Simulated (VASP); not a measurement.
A run of VASP 6.6.1 is set up as follows.

File INCAR:

```
PREC = Accurate ; ENCUT = 520
EDIFF = 1E-7 ; ISMEAR = -1
SIGMA = 0.05 ; LREAL = F
LASPH = T ; NELM = 150
ALGO = Normal ; ISIF = 2
LWAVE = F ; LCHARG = T
ISPIN = 2 ; MAGMOM = 1
LORBIT = 11 ; LMAXMIX = 4
GGA = PE ; LELF = T
LVHAR = T ; NBANDS = 18
```

Contents of KPOINTS:

```
regular mesh
0
Gamma
  14 14 14
```

POSCAR

```
Rh
1.0
    2.5358275752      0.0000000000      0.0000000000
    0.0000000000      2.5358275752      0.0000000000
    0.0000000000      0.0000000000      2.5358275752
Rh
1
Direct
    0.0000000000      0.0000000000      0.0000000000
```

Potentials or basis: VASP PAW PBE potentials, release 64 (Rh_pv).

The run is started by

```console
$ cat potpaw_PBE.64/Rh_pv/POTCAR > POTCAR
$ mpirun -np 1 vasp_std > vasp.out
```

Problem. What does it give for the net moment?

Solution. 0.00 μB per cell.

Problem. Predict the pressure.

Solution. -0.1 GPa.
